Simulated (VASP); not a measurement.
# TiPt5 (P4/mmm) in VASP: relaxation of cell and atoms with PBE

Aim: the relaxation of cell and atoms of TiPt5 with PBE.

All numbers are computed with VASP 6.6.1; they aren't measurements. Logs are shortened: lines on timing, memory, paths and dates and some standing lists are left out, and cuts for length are marked.

## (1) The cell of the first run

Symmetry: P4/mmm, No. 123, tetragonal system. The conventional cell has a = 5.830 Å, b = 5.830 Å, c = 4.642 Å, α = 90.00°, β = 90.00°, γ = 90.00°. Ti (site symmetry 4/mmm) has 2 Pt at 2.32 Å within 3.1 Å. Within 3.2 Å of Pt (site symmetry m2m) lie 5 Pt at 2.40 to 3.15 Å. Within 3.2 Å of Pt (site symmetry 4/mmm) lie 2 Ti at 2.32 Å and 8 Pt at 3.15 Å.

The cell was generated, and may not be a known phase.

## (2) Relaxation of cell and atoms, PBE

INCAR

```
SYSTEM = TiPt5
PREC     = Accurate       ! precision mode
ENCUT    = 600            ! plane-wave cutoff, eV
EDIFF    = 1E-6           ! SCF threshold, eV
ISMEAR   = 0              ! smearing method
SIGMA    = 0.1            ! smearing width, eV
LREAL    = .FALSE.        ! projectors in reciprocal space
LASPH    = .TRUE.         ! aspherical terms in the spheres
NELM     = 100            ! most SCF steps
ALGO     = Normal         ! electronic algorithm
ISIF     = 3              ! what is computed and relaxed
LWAVE    = .FALSE.        ! write WAVECAR
LCHARG   = .FALSE.        ! write CHGCAR
GGA      = PE             ! functional
IBRION   = 2              ! ionic algorithm
NSW      = 100            ! ionic steps
EDIFFG   = -0.01          ! ionic threshold
```

KPOINTS

```
Automatic mesh
0
G
  6 6 8
  0 0 0
```

POSCAR

```
TiPt5
1.0
    5.8296847918      0.0000000000      0.0000000000
    0.0000000000      5.8296847918      0.0000000000
    0.0000000000      0.0000000000      4.6419823331
Ti Pt
1 5
Direct
    0.0000000000      0.0000000000      0.0000000000
    0.2059460758      0.5000000000      0.5000000000
    0.7940539242      0.5000000000      0.5000000000
    0.5000000000      0.2059460758      0.5000000000
    0.5000000000      0.7940539242      0.5000000000
    0.0000000000      0.0000000000      0.5000000000
```

Potentials or basis: VASP PAW PBE potentials, release 64 (Ti_sv, Pt).

Launch:

```bash
> cat potpaw_PBE.64/Ti_sv/POTCAR potpaw_PBE.64/Pt/POTCAR > POTCAR
> mpirun -np 1 vasp_std > vasp.out
```

OUTCAR:

```text
SYSTEM = TiPt5
   PREC = Accurate
   ENCUT = 600
   EDIFF = 1E-6
   ISMEAR = 0
   LREAL = .FALSE.
   LASPH = .TRUE.
   NELM = 100
   ISIF = 3
   GGA = PE
   IBRION = 2
   NSW = 100
   EDIFFG = -0.01

 ion  position               nearest neighbor table
   1  0.000  0.000  0.000-   6 2.32   6 2.32
   2  0.206  0.500  0.500-   3 2.40   4 2.42   5 2.42   6 3.15   6 3.15   3 3.43
   3  0.794  0.500  0.500-   2 2.40   4 2.42   5 2.42   6 3.15   6 3.15   2 3.43
   4  0.500  0.206  0.500-   5 2.40   3 2.42   2 2.42   6 3.15   6 3.15   5 3.43
   5  0.500  0.794  0.500-   4 2.40   3 2.42   2 2.42   6 3.15   6 3.15   4 3.43
   6  0.000  0.000  0.500-   1 2.32   1 2.32   3 3.15   4 3.15   5 3.15   2 3.15   2 3.15   3 3.15
                             4 3.15   5 3.15

  LATTYP: Found a simple tetragonal cell.
 ALAT       =     5.8296847918
 C/A-ratio  =     0.7962664362

  Lattice vectors:

 A1 = (   5.8296847918,   0.0000000000,   0.0000000000)
 A2 = (   0.0000000000,   5.8296847918,   0.0000000000)
 A3 = (   0.0000000000,   0.0000000000,   4.6419823331)

Analysis of symmetry for initial positions (statically):
=====================================================================
 Subroutine PRICEL returns:
 Original cell was already a primitive cell.

 Routine SETGRP: Setting up the symmetry group for a
 simple tetragonal supercell.

 Subroutine GETGRP returns: Found 16 space group operations
 (whereof 16 operations were pure point group operations)
 out of a pool of 16 trial point group operations.

The static configuration has the point symmetry D_4h.

Analysis of symmetry for dynamics (positions and initial velocities):
=====================================================================
 Subroutine PRICEL returns:
 Original cell was already a primitive cell.

 Routine SETGRP: Setting up the symmetry group for a
 simple tetragonal supercell.

 Subroutine GETGRP returns: Found 16 space group operations
 (whereof 16 operations were pure point group operations)
 out of a pool of 16 trial point group operations.

The dynamic configuration has the point symmetry D_4h.

 Subroutine INISYM returns: Found 16 space group operations
 (whereof 16 operations are pure point group operations),
 and found     1 'primitive' translations

----------------------------------------------------------------------------------------

                                     Primitive cell

  volume of cell :     157.7588

  direct lattice vectors                    reciprocal lattice vectors
     5.829684792  0.000000000  0.000000000     0.171535861  0.000000000  0.000000000
     0.000000000  5.829684792  0.000000000     0.000000000  0.171535861  0.000000000
     0.000000000  0.000000000  4.641982333     0.000000000  0.000000000  0.215425206

  length of vectors
     5.829684792  5.829684792  4.641982333     0.171535861  0.171535861  0.215425206

  position of ions in fractional coordinates (direct lattice)
     0.000000000  0.000000000  0.000000000
     0.205946076  0.500000000  0.500000000
     0.794053924  0.500000000  0.500000000
     0.500000000  0.205946076  0.500000000
     0.500000000  0.794053924  0.500000000
     0.000000000  0.000000000  0.500000000

  ion indices of the primitive-cell ions
   primitive index   ion index
                 1           1
                 2           2
                 3           3
                 4           4
                 5           5
                 6           6

----------------------------------------------------------------------------------------

 KPOINTS: Automatic mesh

Automatic generation of k-mesh.
 Grid dimensions read from file:
 generate k-points for:    6    6    8

 Generating k-lattice:

  Cartesian coordinates                     Fractional coordinates (reciprocal lattice)
     0.028589310  0.000000000  0.000000000     0.166666667  0.000000000  0.000000000
     0.000000000  0.028589310  0.000000000     0.000000000  0.166666667  0.000000000
     0.000000000  0.000000000  0.026928151     0.000000000  0.000000000  0.125000000

  Length of vectors
     0.028589310  0.028589310  0.026928151

  Shift w.r.t. Gamma in fractional coordinates (k-lattice)
     0.000000000  0.000000000  0.000000000

 Subroutine IBZKPT returns following result:
 ===========================================

 Found     50 irreducible k-points:

 Following reciprocal coordinates:
            Coordinates               Weight
  0.000000  0.000000  0.000000      1.000000
  0.166667  0.000000  0.000000      4.000000
  0.333333  0.000000  0.000000      4.000000
  0.500000  0.000000  0.000000      2.000000
  0.166667  0.166667  0.000000      4.000000
  0.333333  0.166667  0.000000      8.000000
[... 16 lines left out ...]
  0.333333  0.000000  0.250000      8.000000
  0.500000  0.000000  0.250000      4.000000
 [... further k-points ...]
   k-points           NKPTS =     50   k-points in BZ     NKDIM =     50   number of bands    NBANDS=     37
   number of dos      NEDOS =    301   number of ions     NIONS =      6
   total plane-waves  NPLWV =  92160
   dimension x,y,z NGX =    48 NGY =   48 NGZ =   40
   dimension x,y,z NGXF=    96 NGYF=   96 NGZF=   80
   ions per type =               1   5
   NGX,Y,Z   is equivalent  to a cutoff of  13.69, 13.69, 14.33 a.u.
   NGXF,Y,Z  is equivalent  to a cutoff of  27.38, 27.38, 28.65 a.u.
 SYSTEM =  TiPt5
   PREC   = accura    normal or accurate (medium, high low for compatibility)
   ISTART =      0    job   : 0-new  1-cont  2-samecut
   ICHARG =      2    charge: 1-file 2-atom 10-const
   ISPIN  =      1    spin polarized calculation?
   LNONCOLLINEAR =      F non collinear calculations
   LSORBIT =      F    spin-orbit coupling
   LASPH  =      T    aspherical Exc in radial PAW
   ENCUT  =  600.0 eV  44.10 Ry    6.64 a.u.  11.64 11.64  9.27*2*pi/ulx,y,z
   NELM   =    100;   NELMIN=  2; NELMDL= -5     # of ELM steps
   EDIFF  = 0.1E-05   stopping-criterion for ELM
   LREAL  =      F    real-space projection
   EDIFFG = -.1E-01   stopping-criterion for IOM
   NSW    =    100    number of steps for IOM
   IBRION =      2    ionic relax: 0-MD 1-quasi-New 2-CG
   NFREE  =      1    steps in history (QN), initial steepest desc. (CG)
   ISIF   =      3    stress and relaxation
   ISYM   =      2    0-nonsym 1-usesym 2-fastsym
   POTIM  = 0.5000    time-step for ionic-motion
   TEBEG  =    0.0;   TEEND  =   0.0 temperature during run
   PSTRESS=    0.0 pullay stress
   NELECT =      62.0000    total number of electrons
   NUPDOWN=      -1.0000    fix difference up-down
   EMIN   =  10.00;   EMAX   =-10.00  energy-range for DOS
   EFERMI =   0.00;   METHOD = LEGACY
   ISMEAR =     0;   SIGMA  =   0.10  broadening in eV -4-tet -1-fermi 0-gaus
   EFERMI_NEDOS =   21; number of points for ismear=-14 and -15
   IALGO  =     38    algorithm
   IMIX   =      4    mixing-type and parameters
     AMIX     =   0.40;   BMIX     =  1.00
     AMIX_MAG =   1.60;   BMIX_MAG =  1.00
  volume/ion in A,a.u.               =      26.29       177.43
  Fermi-wavevector in a.u.,A,eV,Ry     =   1.199152  2.266068 19.564704  1.437965
  Thomas-Fermi vector in A             =   2.335022
   LORBIT       =      0    0 simple, 1 ext, 2 COOP (PROOUT), +10 PAW based schemes
   GGA     = PE    functional components
   LHFCALC =     F    Hartree Fock is set to
   AEXX    =    0.0000 exact exchange contribution
   IVDW    =     0    specifies the selected vdW correction
   LEPSILON=     F    determine dielectric tensor
   LRPA    =     F    only Hartree local field effects (RPA)
 conjugate gradient relaxation of ions
 non-spin polarized calculation
 Gauss-broadening in eV      SIGMA  =   0.10
  energy-cutoff  :      600.00
  volume of cell :      157.76
 maximum number of plane-waves:      5292
 NGX is ok and might be reduce to    48
   NGX = 23   NGY = 23   NGZ = 19

--------------------------------------- Ionic step        1  -------------------------------------------

 number of electron      61.9999993 magnetization

 Free energy of the ion-electron system (eV)
  ---------------------------------------------------
  ext. energy  EPLUGINS =         0.00000000
  ---------------------------------------------------
  free energy    TOTEN  =       -32.09112109 eV

  energy without entropy =      -32.02927338  energy(sigma->0) =      -32.06019723

------------------------ aborting loop because EDIFF is reached ----------------------------------------

  FORCE on cell =-STRESS in cart. coord.  units (eV):
  Direction    XX          YY          ZZ          XY          YZ          ZX
  --------------------------------------------------------------------------------------
  -------------------------------------------------------------------------------------
  Total       -0.3536826     -0.3536826     -0.0520788      0.0000000      0.0000000      0.0000000
  in kB       -3.5919531     -3.5919531     -0.5289049      0.0000000      0.0000000      0.0000000
  external PRESSURE =      -2.5709370 kB  Pullay stress =       0.0000000 kB
[... 65 lines left out ...]
  energy  without entropy=      -32.0287962322  energy(sigma->0) =      -32.05969036

--------------------------------------- Ionic step        3  -------------------------------------------

 number of electron      61.9999994 magnetization

 Free energy of the ion-electron system (eV)
  ---------------------------------------------------
  ext. energy  EPLUGINS =         0.00000000
  ---------------------------------------------------
  free energy    TOTEN  =       -32.09167989 eV

  energy without entropy =      -32.02993226  energy(sigma->0) =      -32.06080608

 E-fermi :   4.3718     XC(G=0):  -9.6978

 val. band max:        4.3653420438   @ k =   0.5000   0.5000   0.3750
 cond. band min:       4.3789561258   @ k =   0.1667   0.0000   0.3750
 fundamental gap:      0.0136140820
 Fermi energy:         4.3717565831

 k-point     1 :       0.0000    0.0000    0.0000
  band No.  band energies     occupation
      1     -53.8690      2.00000
      2     -30.2204      2.00000
      3     -30.2204      2.00000
      4     -29.9395      2.00000
      5      -3.2916      2.00000
      6      -2.0179      2.00000
[... 949 lines left out ...]
     36       5.2802      0.00000
     37       5.9808      0.00000

 [... further k-points ...]

------------------------ aborting loop because EDIFF is reached ----------------------------------------

  FORCE on cell =-STRESS in cart. coord.  units (eV):
  Direction    XX          YY          ZZ          XY          YZ          ZX
  --------------------------------------------------------------------------------------
  -------------------------------------------------------------------------------------
  Total        0.0142360      0.0142360      0.0362375      0.0000000      0.0000000      0.0000000
  in kB        0.1449521      0.1449521      0.3689741      0.0000000      0.0000000      0.0000000
  external PRESSURE =       0.2196261 kB  Pullay stress =       0.0000000 kB
[... 21 lines left out ...]
  FREE ENERGIE OF THE ION-ELECTRON SYSTEM (eV)
  ---------------------------------------------------
  free  energy   TOTEN  =       -32.0916798931 eV

  energy  without entropy=      -32.0299322570  energy(sigma->0) =      -32.06080608

 reached required accuracy - stopping structural energy minimisation
```

It took 16 min on 1 thread of Intel Xeon Platinum 8259CL at 2.50GHz (Skylake/Cascade Lake), shared host; peak memory 0.51 GiB.

What came out:

```yaml
Free_energy: -32.0917 eV
Relaxed_volume: 26.23 Å³/atom
Relaxed_cell: a = 5.823 Å, b = 5.823 Å, c = 4.641 Å, α = 90.00°, β = 90.00°, γ = 90.00°
Space_group_after_relaxing_to_0.1_Å: P4/mmm (No. 123)
Energy_gained_by_relaxing: 0.1 meV/atom
Ionic_steps: 3
Pressure_after_relaxing: 0.0 GPa
Largest_force_after_relaxing: 0.005 eV/Å
Band_gap_on_the_k_mesh: zero (bands 31 and 32 overlap by 0.57 eV)
```

Forces on the atoms (eV/Å):
```
Ti   0.000  0.000  0.000
Pt  -0.005  0.000  0.000
Pt   0.005  0.000  0.000
Pt   0.000 -0.005  0.000
Pt   0.000  0.005  0.000
Pt   0.000  0.000  0.000
```

Step by step:
```csv
step,energy change (eV),largest force (eV/Å),pressure (GPa),volume (Å³)
1,0.0000,0.0483,-0.26,157.76
2,0.0005,0.0570,0.42,156.80
3,-0.0006,0.0047,0.02,157.35
```

Final structure:
```yaml
crystal:
  lattice:
    - [5.82268, 0.00000, 0.00000]
    - [0.00000, 5.82268, 0.00000]
    - [0.00000, 0.00000, 4.64116]
  atoms:
    - { symbol: Ti, position: [0.00000, 0.00000, 0.00000] }
    - { symbol: Pt, position: [0.20578, 0.50000, 0.50000] }
    - { symbol: Pt, position: [0.79422, 0.50000, 0.50000] }
    - { symbol: Pt, position: [0.50000, 0.20578, 0.50000] }
    - { symbol: Pt, position: [0.50000, 0.79422, 0.50000] }
    - { symbol: Pt, position: [0.00000, 0.00000, 0.50000] }
```

Caveat: spin-orbit coupling is left out, which moves the levels of the heavy elements.
